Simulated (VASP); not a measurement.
# InO in VASP: a series of runs, part 2 of 2

VASP 6.6.1. Earlier steps stand in the parts before.

## (4) Single point, PBE (volume scaled by 1.06)

Input file INCAR:

```
SYSTEM = InO
ALGO = Normal
EDIFF = 1E-6
ENCUT = 520
GGA = PE
ISIF = 2
ISMEAR = -1
LASPH = .TRUE.
LCHARG = .TRUE.
LELF = .TRUE.
LREAL = .FALSE.
LVHAR = .TRUE.
LWAVE = .FALSE.
NBANDS = 27
NELM = 100
PREC = Accurate
SIGMA = 0.05
```

Input file KPOINTS:

```
k-points
0
G
  9 9 2
  0 0 0
```

Input file POSCAR:

```
InO
1.0
    3.5213489155      0.0000000000      0.0000000000
   -1.7606744578      3.0495776164      0.0000000000
    0.0000000000      0.0000000000     16.1884947429
In O
2 2
Direct
    0.6666666667      0.3333333333      0.4099790000
    0.6666666667      0.3333333333      0.5900210000
    0.0000000000      0.0000000000      0.3601330000
    0.0000000000      0.0000000000      0.6398670000
```

Potentials or basis: VASP PAW PBE potentials, release 64 (In_d, O).

The run is started by

```bash
$ cat potpaw_PBE.64/In_d/POTCAR potpaw_PBE.64/O/POTCAR > POTCAR
$ mpirun -np 1 vasp_std > vasp.out
```

OUTCAR:

```text
SYSTEM = InO
   EDIFF = 1E-6
   ENCUT = 520
   GGA = PE
   ISIF = 2
   ISMEAR = -1
   LASPH = .TRUE.
   LREAL = .FALSE.
   NELM = 100
   PREC = Accurate

 ion  position               nearest neighbor table
   1  0.667  0.333  0.410-   3 2.19   3 2.19   3 2.19   2 2.91
   2  0.667  0.333  0.590-   4 2.19   4 2.19   4 2.19   1 2.91
   3  0.000  0.000  0.360-   1 2.19   1 2.19   1 2.19
   4  0.000  0.000  0.640-   2 2.19   2 2.19   2 2.19

  LATTYP: Found a hexagonal cell.
 ALAT       =     3.5213489155
 C/A-ratio  =     4.5972424578

  Lattice vectors:

 A1 = (   3.5213489155,   0.0000000000,   0.0000000000)
 A2 = (  -1.7606744578,   3.0495776164,   0.0000000000)
 A3 = (   0.0000000000,   0.0000000000,  16.1884947429)

Analysis of symmetry for initial positions (statically):
=====================================================================
 Subroutine PRICEL returns:
 Original cell was already a primitive cell.

 Routine SETGRP: Setting up the symmetry group for a
 hexagonal supercell.

 Subroutine GETGRP returns: Found 12 space group operations
 (whereof 12 operations were pure point group operations)
 out of a pool of 24 trial point group operations.

The static configuration has the point symmetry D_3h.

Analysis of symmetry for dynamics (positions and initial velocities):
=====================================================================
 Subroutine PRICEL returns:
 Original cell was already a primitive cell.

 Routine SETGRP: Setting up the symmetry group for a
 hexagonal supercell.

 Subroutine GETGRP returns: Found 12 space group operations
 (whereof 12 operations were pure point group operations)
 out of a pool of 24 trial point group operations.

The dynamic configuration has the point symmetry D_3h.

 Subroutine INISYM returns: Found 12 space group operations
 (whereof 12 operations are pure point group operations),
 and found     1 'primitive' translations

----------------------------------------------------------------------------------------

                                     Primitive cell

  volume of cell :     173.8422

  direct lattice vectors                    reciprocal lattice vectors
     3.521348915  0.000000000  0.000000000     0.283982083  0.163957132  0.000000000
    -1.760674458  3.049577616  0.000000000     0.000000000  0.327914264  0.000000000
     0.000000000  0.000000000 16.188494743     0.000000000  0.000000000  0.061772266

  length of vectors
     3.521348915  3.521348916 16.188494743     0.327914264  0.327914264  0.061772266

  position of ions in fractional coordinates (direct lattice)
     0.666666667  0.333333333  0.409979000
     0.666666667  0.333333333  0.590021000
     0.000000000  0.000000000  0.360133000
     0.000000000  0.000000000  0.639867000

  ion indices of the primitive-cell ions
   primitive index   ion index
                 1           1
                 2           2
                 3           3
                 4           4

----------------------------------------------------------------------------------------

 KPOINTS: k-points

Automatic generation of k-mesh.
 Grid dimensions read from file:
 generate k-points for:    9    9    2

 Generating k-lattice:

  Cartesian coordinates                     Fractional coordinates (reciprocal lattice)
     0.031553565  0.018217459  0.000000000     0.111111111  0.000000000  0.000000000
     0.000000000  0.036434918  0.000000000     0.000000000  0.111111111  0.000000000
     0.000000000  0.000000000  0.030886133     0.000000000  0.000000000  0.500000000

  Length of vectors
     0.036434918  0.036434918  0.030886133

  Shift w.r.t. Gamma in fractional coordinates (k-lattice)
     0.000000000  0.000000000  0.000000000

 Subroutine IBZKPT returns following result:
 ===========================================

 Found     24 irreducible k-points:

 Following reciprocal coordinates:
            Coordinates               Weight
  0.000000  0.000000  0.000000      1.000000
  0.111111 -0.000000  0.000000      6.000000
  0.222222 -0.000000  0.000000      6.000000
  0.333333 -0.000000  0.000000      6.000000
  0.444444 -0.000000  0.000000      6.000000
  0.111111  0.111111  0.000000      6.000000
[... 16 lines left out ...]
  0.333333  0.222222  0.500000     12.000000
  0.333333  0.333333  0.500000      2.000000
   k-points           NKPTS =     24   k-points in BZ     NKDIM =     24   number of bands    NBANDS=     27
   number of dos      NEDOS =    301   number of ions     NIONS =      4
   total plane-waves  NPLWV =  94080
   dimension x,y,z NGX =    28 NGY =   28 NGZ =  120
   dimension x,y,z NGXF=    56 NGYF=   56 NGZF=  240
   ions per type =               2   2
   NGX,Y,Z   is equivalent  to a cutoff of  13.22, 13.22, 12.32 a.u.
   NGXF,Y,Z  is equivalent  to a cutoff of  26.44, 26.44, 24.65 a.u.
 SYSTEM =  InO
   PREC   = accura    normal or accurate (medium, high low for compatibility)
   ISTART =      0    job   : 0-new  1-cont  2-samecut
   ICHARG =      2    charge: 1-file 2-atom 10-const
   ISPIN  =      1    spin polarized calculation?
   LNONCOLLINEAR =      F non collinear calculations
   LSORBIT =      F    spin-orbit coupling
   LASPH  =      T    aspherical Exc in radial PAW
   ENCUT  =  520.0 eV  38.22 Ry    6.18 a.u.   6.55  6.55 30.10*2*pi/ulx,y,z
   NELM   =    100;   NELMIN=  2; NELMDL= -5     # of ELM steps
   EDIFF  = 0.1E-05   stopping-criterion for ELM
   LREAL  =      F    real-space projection
   EDIFFG = 0.1E-04   stopping-criterion for IOM
   NSW    =      0    number of steps for IOM
   IBRION =     -1    ionic relax: 0-MD 1-quasi-New 2-CG
   NFREE  =      0    steps in history (QN), initial steepest desc. (CG)
   ISIF   =      2    stress and relaxation
   ISYM   =      2    0-nonsym 1-usesym 2-fastsym
   POTIM  = 0.5000    time-step for ionic-motion
   TEBEG  =    0.0;   TEEND  =   0.0 temperature during run
   PSTRESS=    0.0 pullay stress
   NELECT =      38.0000    total number of electrons
   NUPDOWN=      -1.0000    fix difference up-down
   EMIN   =  10.00;   EMAX   =-10.00  energy-range for DOS
   EFERMI =   0.00;   METHOD = LEGACY
   ISMEAR =    -1;   SIGMA  =   0.05  broadening in eV -4-tet -1-fermi 0-gaus
   EFERMI_NEDOS =   21; number of points for ismear=-14 and -15
   IALGO  =     38    algorithm
   IMIX   =      4    mixing-type and parameters
     AMIX     =   0.40;   BMIX     =  1.00
     AMIX_MAG =   1.60;   BMIX_MAG =  1.00
  volume/ion in A,a.u.               =      43.46       293.29
  Fermi-wavevector in a.u.,A,eV,Ry     =   0.986168  1.863588 13.232041  0.972528
  Thomas-Fermi vector in A             =   2.117529
   LORBIT       =      0    0 simple, 1 ext, 2 COOP (PROOUT), +10 PAW based schemes
   GGA     = PE    functional components
   LHFCALC =     F    Hartree Fock is set to
   AEXX    =    0.0000 exact exchange contribution
   IVDW    =     0    specifies the selected vdW correction
   LEPSILON=     F    determine dielectric tensor
   LRPA    =     F    only Hartree local field effects (RPA)
 non-spin polarized calculation
  energy-cutoff  :      520.00
  volume of cell :      173.84
 maximum number of plane-waves:      4764
 NGX is ok and might be reduce to    28
   NGX = 13   NGY = 13   NGZ = 61

 number of electron      38.0000023 magnetization

 Free energy of the ion-electron system (eV)
  ---------------------------------------------------
  ext. energy  EPLUGINS =         0.00000000
  ---------------------------------------------------
  free energy    TOTEN  =       -19.35942159 eV

  energy without entropy =      -19.35791389  energy(sigma->0) =      -19.35866774

 E-fermi :  -1.7681     XC(G=0):  -4.7368

 val. band max:       -1.9799747983   @ k =   0.3333   0.3333   0.0000
 cond. band min:      -1.6714114099   @ k =   0.0000   0.0000   0.5000
 fundamental gap:      0.3085633884
 Fermi energy:        -1.7681092296

 k-point     1 :       0.0000    0.0000    0.0000
  band No.  band energies     occupation
      1     -19.2838      2.00000
      2     -19.2680      2.00000
      3     -15.4372      2.00000
      4     -15.4372      2.00000
      5     -15.4021      2.00000
      6     -15.3995      2.00000
[... 19 lines left out ...]
     26       7.0356      0.00000
     27       7.0356      0.00000
[... 667 lines left out ...]
      5     -15.2981      2.00000
      6     -15.2412      2.00000
[... 19 lines left out ...]
     26       6.7710      0.00000
     27       7.7868      0.00000

------------------------ aborting loop because EDIFF is reached ----------------------------------------

  FORCE on cell =-STRESS in cart. coord.  units (eV):
  Direction    XX          YY          ZZ          XY          YZ          ZX
  --------------------------------------------------------------------------------------
  -------------------------------------------------------------------------------------
  Total       -2.6152528     -2.6152528     -1.4231484      0.0000000     -0.0000000      0.0000000
  in kB      -24.1028860    -24.1028860    -13.1161251      0.0000000     -0.0000000      0.0000000
  external PRESSURE =     -20.4406324 kB  Pullay stress =       0.0000000 kB

 VOLUME and BASIS-vectors are now :
 -----------------------------------------------------------------------------
  energy-cutoff  :      520.00
  volume of cell :      173.84
      direct lattice vectors                 reciprocal lattice vectors
     3.521348915  0.000000000  0.000000000     0.283982083  0.163957132  0.000000000
    -1.760674458  3.049577616  0.000000000     0.000000000  0.327914264  0.000000000
     0.000000000  0.000000000 16.188494743     0.000000000  0.000000000  0.061772266

 POSITION                                       TOTAL-FORCE (eV/Angst)
 -----------------------------------------------------------------------------------
      1.76067      1.01653      6.63694        -0.000000      0.000000     -0.223243
      1.76067      1.01653      9.55155        -0.000000      0.000000      0.223243
      0.00000      0.00000      5.83001         0.000000     -0.000000      0.445045
      0.00000      0.00000     10.35848         0.000000     -0.000000     -0.445045
 -----------------------------------------------------------------------------------
    total drift:                               -0.000000      0.000000      0.000000

  FREE ENERGIE OF THE ION-ELECTRON SYSTEM (eV)
  ---------------------------------------------------
  free  energy   TOTEN  =       -19.3594215861 eV

  energy  without entropy=      -19.3579138860  energy(sigma->0) =      -19.35866774
```

Run time: 1.9 min. Hardware: 1 thread of AMD EPYC 9R45 (Zen 5), shared host; peak memory 0.3 GiB.

What came out:

```
Free energy            : -19.3594 eV
Largest force          : 0.445 eV/Å
Band gap on the k mesh : 0.31 eV, indirect (least direct gap 0.92 eV)
```

Forces in eV/Å, atoms in the order of the input:
```
In   0.000  0.000 -0.223
In   0.000  0.000  0.223
O    0.000  0.000  0.445
O    0.000  0.000 -0.445
```

Levels at points of the mesh, in eV from the valence-band top:
```
           k point  band 16  band 17  band 18  band 19  band 20  band 21  band 22  band 23
(0.00, 0.00, 0.00)    -1.59    -1.56    -1.56    -0.61     0.31     3.17     6.22     6.29
(0.00, 0.00, 0.50)    -1.59    -1.56    -1.56    -0.61     0.31     3.17     6.01     6.72
```

Caveat: spin-orbit coupling is left out, which moves the levels of the heavy elements.

## (5) Overview

```csv
cell,gap on the mesh (eV),largest force (eV/Å)
"a = 3.476, b = 3.476, c = 15.982 Å, angles 90.0, 90.0, 120.0°, 4 atoms",0.34,0.17
"a = 3.499, b = 3.499, c = 16.086 Å, angles 90.0, 90.0, 120.0°, 4 atoms",0.32,0.31
"a = 3.521, b = 3.521, c = 16.188 Å, angles 90.0, 90.0, 120.0°, 4 atoms",0.31,0.45
```

Alike in all rows: task single point; level PBE; potentials or basis VASP PAW PBE potentials, release 64 (In_d, O); no spin polarisation; k mesh 9 × 9 × 2; cutoff (eV) 520; smearing fermi-dirac 0.05 eV.

Caveats: spin-orbit coupling is left out, which moves the levels of the heavy elements.

Total energies depend on the potentials used, so only differences within one code and one set of settings carry meaning.
